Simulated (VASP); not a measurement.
# B3As2 (Cmmm) in VASP: a series of runs

Runs on B3As2. Level: PBE. Tasks: single point.

Program: VASP 6.6.1. These are calculated values, not measurements. Logs are shortened: lines on timing, memory, paths and dates and some standing lists are left out, and cuts for length are marked.

## Step 1: The cell of the first run

It takes space group Cmmm (No. 65, orthorhombic). Conventional cell: a = 6.614 Å, b = 7.568 Å, c = 2.744 Å, α = 90.00°, β = 90.00°, γ = 90.00°. B (site symmetry m2m) has 1 B at 1.57 Å and 2 As at 1.99 Å within 2.1 Å. Within 3.6 Å of B (site symmetry mmm) lie 6 B at 2.74 to 3.30 Å and 8 As at 2.86 Å. As (site symmetry 2/m) has 2 B at 1.99 Å within 2.6 Å.

## Step 2: Single point, PBE

INCAR

```
SYSTEM = B3As2
PREC     = Accurate       ! precision mode
ENCUT    = 520            ! plane-wave cutoff, eV
EDIFF    = 1E-6           ! SCF threshold, eV
ISMEAR   = 0              ! smearing method
SIGMA    = 0.1            ! smearing width, eV
LREAL    = .FALSE.        ! projectors in reciprocal space
LASPH    = .TRUE.         ! aspherical terms in the spheres
NELM     = 100            ! most SCF steps
ALGO     = Normal         ! electronic algorithm
ISIF     = 2              ! what is computed and relaxed
LWAVE    = .FALSE.        ! write WAVECAR
LCHARG   = .TRUE.         ! write CHGCAR
GGA      = PE             ! functional
LELF     = .TRUE.         ! ELF
LVHAR    = .TRUE.       
NBANDS   = 18             ! bands
```

KPOINTS

```
Automatic mesh
0
G
  4 4 6
  0 0 0
```

POSCAR

```
B3As2
1.0
    3.7837539933     -3.3070452066      0.0000000000
    3.7837539933      3.3070452066      0.0000000000
    0.0000000000      0.0000000000      2.7437823505
B As
3 2
Direct
    0.8964266876      0.8964266876      0.0000000000
    0.1035733124      0.1035733124      0.0000000000
    0.5000000000      0.5000000000      0.5000000000
    0.0000000000      0.5000000000      0.0000000000
    0.5000000000      0.0000000000      0.0000000000
```

Potentials or basis: VASP PAW PBE potentials, release 64 (B, As).

On the command line:

```console
$ cat potpaw_PBE.64/B/POTCAR potpaw_PBE.64/As/POTCAR > POTCAR
$ mpirun -np 1 vasp_std > vasp.out
```

OUTCAR:

```text
SYSTEM = B3As2
   PREC = Accurate
   ENCUT = 520
   EDIFF = 1E-6
   ISMEAR = 0
   LREAL = .FALSE.
   LASPH = .TRUE.
   NELM = 100
   ISIF = 2
   GGA = PE

 ion  position               nearest neighbor table
   1  0.896  0.896  0.000-   2 1.57   4 1.99   5 1.99
   2  0.104  0.104  0.000-   1 1.57   4 1.99   5 1.99
   3  0.500  0.500  0.500-
   4  0.000  0.500  0.000-   1 1.99   2 1.99
   5  0.500  0.000  0.000-   1 1.99   2 1.99

  LATTYP: Found a base centered orthorhombic cell.
 ALAT       =     6.6140904132
 B/A-ratio  =     1.1441494618
 C/A-ratio  =     0.4148389543

  Lattice vectors:

 A1 = (  -3.7837539933,  -3.3070452066,   0.0000000000)
 A2 = (   3.7837539933,  -3.3070452066,   0.0000000000)
 A3 = (   0.0000000000,   0.0000000000,   2.7437823505)

Analysis of symmetry for initial positions (statically):
=====================================================================
 Subroutine PRICEL returns:
 Original cell was already a primitive cell.

 Routine SETGRP: Setting up the symmetry group for a
 base centered orthorhombic supercell.

 Subroutine GETGRP returns: Found  8 space group operations
 (whereof  8 operations were pure point group operations)
 out of a pool of  8 trial point group operations.

The static configuration has the point symmetry D_2h.

Analysis of symmetry for dynamics (positions and initial velocities):
=====================================================================
 Subroutine PRICEL returns:
 Original cell was already a primitive cell.

 Routine SETGRP: Setting up the symmetry group for a
 base centered orthorhombic supercell.

 Subroutine GETGRP returns: Found  8 space group operations
 (whereof  8 operations were pure point group operations)
 out of a pool of  8 trial point group operations.

The dynamic configuration has the point symmetry D_2h.

 Subroutine INISYM returns: Found  8 space group operations
 (whereof  8 operations are pure point group operations),
 and found     1 'primitive' translations

----------------------------------------------------------------------------------------

                                     Primitive cell

  volume of cell :      68.6661

  direct lattice vectors                    reciprocal lattice vectors
     3.783753993 -3.307045207  0.000000000     0.132143898 -0.151192369  0.000000000
     3.783753993  3.307045207  0.000000000     0.132143898  0.151192369  0.000000000
     0.000000000  0.000000000  2.743782351     0.000000000  0.000000000  0.364460395

  length of vectors
     5.025270369  5.025270369  2.743782351     0.200801250  0.200801250  0.364460395

  position of ions in fractional coordinates (direct lattice)
     0.896426688  0.896426688  0.000000000
     0.103573312  0.103573312  0.000000000
     0.500000000  0.500000000  0.500000000
     0.000000000  0.500000000  0.000000000
     0.500000000  0.000000000  0.000000000

  ion indices of the primitive-cell ions
   primitive index   ion index
                 1           1
                 2           2
                 3           3
                 4           4
                 5           5

----------------------------------------------------------------------------------------

 KPOINTS: Automatic mesh

Automatic generation of k-mesh.
 Grid dimensions read from file:
 generate k-points for:    4    4    6

 Generating k-lattice:

  Cartesian coordinates                     Fractional coordinates (reciprocal lattice)
     0.033035974 -0.037798092  0.000000000     0.250000000  0.000000000  0.000000000
     0.033035974  0.037798092  0.000000000     0.000000000  0.250000000  0.000000000
     0.000000000  0.000000000  0.060743399     0.000000000  0.000000000  0.166666667

  Length of vectors
     0.050200313  0.050200313  0.060743399

  Shift w.r.t. Gamma in fractional coordinates (k-lattice)
     0.000000000  0.000000000  0.000000000

 Subroutine IBZKPT returns following result:
 ===========================================

 Found     28 irreducible k-points:

 Following reciprocal coordinates:
            Coordinates               Weight
  0.000000  0.000000  0.000000      1.000000
  0.250000  0.000000  0.000000      4.000000
  0.500000  0.000000  0.000000      2.000000
  0.250000  0.250000  0.000000      2.000000
  0.500000  0.250000  0.000000      4.000000
 -0.250000  0.250000  0.000000      2.000000
[... 16 lines left out ...]
  0.250000  0.000000  0.500000      4.000000
  0.500000  0.000000  0.500000      2.000000
 [... further k-points ...]
   k-points           NKPTS =     28   k-points in BZ     NKDIM =     28   number of bands    NBANDS=     18
   number of dos      NEDOS =    301   number of ions     NIONS =      5
   total plane-waves  NPLWV =  32000
   dimension x,y,z NGX =    40 NGY =   40 NGZ =   20
   dimension x,y,z NGXF=    80 NGYF=   80 NGZF=   40
   ions per type =               3   2
   NGX,Y,Z   is equivalent  to a cutoff of  13.23, 13.23, 12.12 a.u.
   NGXF,Y,Z  is equivalent  to a cutoff of  26.47, 26.47, 24.24 a.u.
 SYSTEM =  B3As2
   PREC   = accura    normal or accurate (medium, high low for compatibility)
   ISTART =      0    job   : 0-new  1-cont  2-samecut
   ICHARG =      2    charge: 1-file 2-atom 10-const
   ISPIN  =      1    spin polarized calculation?
   LNONCOLLINEAR =      F non collinear calculations
   LSORBIT =      F    spin-orbit coupling
   LASPH  =      T    aspherical Exc in radial PAW
   ENCUT  =  520.0 eV  38.22 Ry    6.18 a.u.   9.34  9.34  5.10*2*pi/ulx,y,z
   NELM   =    100;   NELMIN=  2; NELMDL= -5     # of ELM steps
   EDIFF  = 0.1E-05   stopping-criterion for ELM
   LREAL  =      F    real-space projection
   EDIFFG = 0.1E-04   stopping-criterion for IOM
   NSW    =      0    number of steps for IOM
   IBRION =     -1    ionic relax: 0-MD 1-quasi-New 2-CG
   NFREE  =      0    steps in history (QN), initial steepest desc. (CG)
   ISIF   =      2    stress and relaxation
   ISYM   =      2    0-nonsym 1-usesym 2-fastsym
   POTIM  = 0.5000    time-step for ionic-motion
   TEBEG  =    0.0;   TEEND  =   0.0 temperature during run
   PSTRESS=    0.0 pullay stress
   NELECT =      19.0000    total number of electrons
   NUPDOWN=      -1.0000    fix difference up-down
   EMIN   =  10.00;   EMAX   =-10.00  energy-range for DOS
   EFERMI =   0.00;   METHOD = LEGACY
   ISMEAR =     0;   SIGMA  =   0.10  broadening in eV -4-tet -1-fermi 0-gaus
   EFERMI_NEDOS =   21; number of points for ismear=-14 and -15
   IALGO  =     38    algorithm
   IMIX   =      4    mixing-type and parameters
     AMIX     =   0.40;   BMIX     =  1.00
     AMIX_MAG =   1.60;   BMIX_MAG =  1.00
  volume/ion in A,a.u.               =      13.73        92.68
  Fermi-wavevector in a.u.,A,eV,Ry     =   1.066789  2.015939 15.483953  1.138038
  Thomas-Fermi vector in A             =   2.202384
   LORBIT       =      0    0 simple, 1 ext, 2 COOP (PROOUT), +10 PAW based schemes
   GGA     = PE    functional components
   LHFCALC =     F    Hartree Fock is set to
   AEXX    =    0.0000 exact exchange contribution
   IVDW    =     0    specifies the selected vdW correction
   LEPSILON=     F    determine dielectric tensor
   LRPA    =     F    only Hartree local field effects (RPA)
 non-spin polarized calculation
 Gauss-broadening in eV      SIGMA  =   0.10
  energy-cutoff  :      520.00
  volume of cell :       68.67
 maximum number of plane-waves:      1868
 NGX is ok and might be reduce to    40
   NGX = 19   NGY = 19   NGZ = 11

 number of electron      18.9999997 magnetization

 Free energy of the ion-electron system (eV)
  ---------------------------------------------------
  ext. energy  EPLUGINS =         0.00000000
  ---------------------------------------------------
  free energy    TOTEN  =       -22.81657080 eV

  energy without entropy =      -22.80763178  energy(sigma->0) =      -22.81210129

 E-fermi :   5.2104     XC(G=0): -10.5293

 val. band max:        5.1915999119   @ k =   0.2500   0.0000   0.5000
 cond. band min:       5.2451984464   @ k =   0.5000   0.5000   0.1667
 fundamental gap:      0.0535985345
 Fermi energy:         5.2103959710

 k-point     1 :       0.0000    0.0000    0.0000
  band No.  band energies     occupation
      1      -9.7117      2.00000
      2      -6.9766      2.00000
      3      -3.7848      2.00000
      4      -2.5219      2.00000
      5      -1.5151      2.00000
      6       0.1277      2.00000
[... 10 lines left out ...]
     17      12.4929      0.00000
     18      13.4382      0.00000

 k-point     2 :       0.2500    0.0000    0.0000
  band No.  band energies     occupation
      1      -9.4368      2.00000
      2      -7.5774      2.00000
      3      -3.7084      2.00000
      4      -2.5590      2.00000
      5      -1.0062      2.00000
      6      -0.2268      2.00000
[... 10 lines left out ...]
     17      12.4884      0.00000
     18      13.7365      0.00000

 k-point     3 :       0.5000    0.0000    0.0000
  band No.  band energies     occupation
      1      -8.7583      2.00000
      2      -8.5342      2.00000
      3      -3.6157      2.00000
      4      -2.2423      2.00000
      5      -1.5978      2.00000
      6      -0.1812      2.00000
[... 10 lines left out ...]
     17      12.8768      0.00000
     18      14.1636      0.00000

 k-point     4 :       0.2500    0.2500    0.0000
  band No.  band energies     occupation
      1      -9.3387      2.00000
      2      -7.3739      2.00000
      3      -5.0343      2.00000
      4      -2.4142      2.00000
      5      -0.5692      2.00000
      6      -0.2264      2.00000
[... 10 lines left out ...]
     17      11.9832      0.00000
     18      14.1669      0.00000

 k-point     5 :       0.5000    0.2500    0.0000
  band No.  band energies     occupation
      1      -8.8236      2.00000
      2      -8.1448      2.00000
      3      -4.9869      2.00000
      4      -2.8794      2.00000
      5      -0.3783      2.00000
      6       1.0923      2.00000
[... 10 lines left out ...]
     17      13.1501      0.00000
     18      14.5348      0.00000

 k-point     6 :      -0.2500    0.2500    0.0000
  band No.  band energies     occupation
      1      -9.0220      2.00000
      2      -8.1412      2.00000
      3      -4.3256      2.00000
      4      -1.8319      2.00000
      5      -1.3419      2.00000
      6       0.4390      2.00000
[... 10 lines left out ...]
     17      12.4589      0.00000
     18      14.1960      0.00000

 k-point     7 :       0.5000    0.5000    0.0000
  band No.  band energies     occupation
      1      -8.8138      2.00000
      2      -7.6909      2.00000
      3      -5.8995      2.00000
      4      -3.5746      2.00000
      5       1.3025      2.00000
      6       1.4112      2.00000
[... 10 lines left out ...]
     17      13.6653      0.00000
     18      14.6604      0.00000

 k-point     8 :       0.0000    0.0000    0.1667
  band No.  band energies     occupation
      1      -9.2433      2.00000
      2      -6.5044      2.00000
      3      -3.3845      2.00000
      4      -2.1435      2.00000
      5      -1.1268      2.00000
      6       0.4367      2.00000
[... 10 lines left out ...]
     17      11.6498      0.00000
     18      13.4001      0.00000
[... 229 lines left out ...]
     17      10.2456      0.00000
     18      14.0499      0.00000

 k-point    20 :      -0.2500    0.2500    0.3333
  band No.  band energies     occupation
      1      -7.2710      2.00000
      2      -6.3984      2.00000
      3      -2.8183      2.00000
      4      -0.3158      2.00000
      5       0.0017      2.00000
      6       0.6233      2.00000
[... 10 lines left out ...]
     17      10.6849      0.00000
     18      12.9430      0.00000

 k-point    21 :       0.5000    0.5000    0.3333
  band No.  band energies     occupation
      1      -7.0675      2.00000
      2      -5.9259      2.00000
      3      -4.4162      2.00000
      4      -1.7000      2.00000
      5       1.0155      2.00000
      6       1.9420      2.00000
[... 10 lines left out ...]
     17      11.2221      0.00000
     18      14.2076      0.00000

 k-point    22 :       0.0000    0.0000    0.5000
  band No.  band energies     occupation
      1      -6.8256      2.00000
      2      -4.1197      2.00000
      3      -2.4371      2.00000
      4      -1.5941      2.00000
      5      -0.1740      2.00000
      6       0.4617      2.00000
[... 10 lines left out ...]
     17      11.9623      0.00000
     18      12.6260      0.00000

 k-point    23 :       0.2500    0.0000    0.5000
  band No.  band energies     occupation
      1      -6.5670      2.00000
      2      -4.7533      2.00000
      3      -2.1144      2.00000
      4      -1.3719      2.00000
      5      -0.4050      2.00000
      6       0.1712      2.00000
[... 10 lines left out ...]
     17      11.1855      0.00000
     18      12.0458      0.00000

 k-point    24 :       0.5000    0.0000    0.5000
  band No.  band energies     occupation
      1      -5.9554      2.00000
      2      -5.6590      2.00000
      3      -1.2770      2.00000
      4      -1.2333      2.00000
      5      -1.1230      2.00000
      6      -0.2713      2.00000
[... 10 lines left out ...]
     17      10.7081      0.00000
     18      12.9349      0.00000

 [... further k-points ...]
[... 5 lines left out ...]
  --------------------------------------------------------------------------------------
  -------------------------------------------------------------------------------------
  Total        0.0878453      0.2972015      0.0421878     -0.0000000      0.0000000      0.0000000
  in kB        2.0496829      6.9345606      0.9843620     -0.0000000      0.0000000      0.0000000
  external PRESSURE =       3.3228685 kB  Pullay stress =       0.0000000 kB

 VOLUME and BASIS-vectors are now :
 -----------------------------------------------------------------------------
  energy-cutoff  :      520.00
  volume of cell :       68.67
      direct lattice vectors                 reciprocal lattice vectors
     3.783753993 -3.307045207  0.000000000     0.132143898 -0.151192369  0.000000000
     3.783753993  3.307045207  0.000000000     0.132143898  0.151192369  0.000000000
     0.000000000  0.000000000  2.743782351     0.000000000  0.000000000  0.364460395

 POSITION                                       TOTAL-FORCE (eV/Angst)
 -----------------------------------------------------------------------------------
      6.78372      0.00000      0.00000         0.049139      0.000000      0.000000
      0.78379      0.00000      0.00000        -0.049139      0.000000      0.000000
      3.78375      0.00000      1.37189         0.000000      0.000000      0.000000
      1.89188      1.65352      0.00000         0.000000      0.000000      0.000000
      1.89188     -1.65352      0.00000         0.000000     -0.000000      0.000000
 -----------------------------------------------------------------------------------
    total drift:                                0.000000      0.000000      0.000000

  FREE ENERGIE OF THE ION-ELECTRON SYSTEM (eV)
  ---------------------------------------------------
  free  energy   TOTEN  =       -22.8165708050 eV

  energy  without entropy=      -22.8076317790  energy(sigma->0) =      -22.81210129
```

It took 30 s on 1 thread of AMD EPYC 7R43 (Zen 3), shared host; peak memory 0.15 GiB.

Results:

| Property | Result |
| --- | --- |
| Free energy | -22.8166 eV |
| Pressure | 0.3 GPa |
| Largest force | 0.049 eV/Å |

Forces in eV/Å, atoms in the order of the input:
```
B    0.049  0.000  0.000
B   -0.049  0.000  0.000
B    0.000  0.000  0.000
As   0.000  0.000  0.000
As   0.000  0.000  0.000
```

Caveat: the k points lie up to 0.38 Å⁻¹ apart.

(Continued in part 2 of 2.)
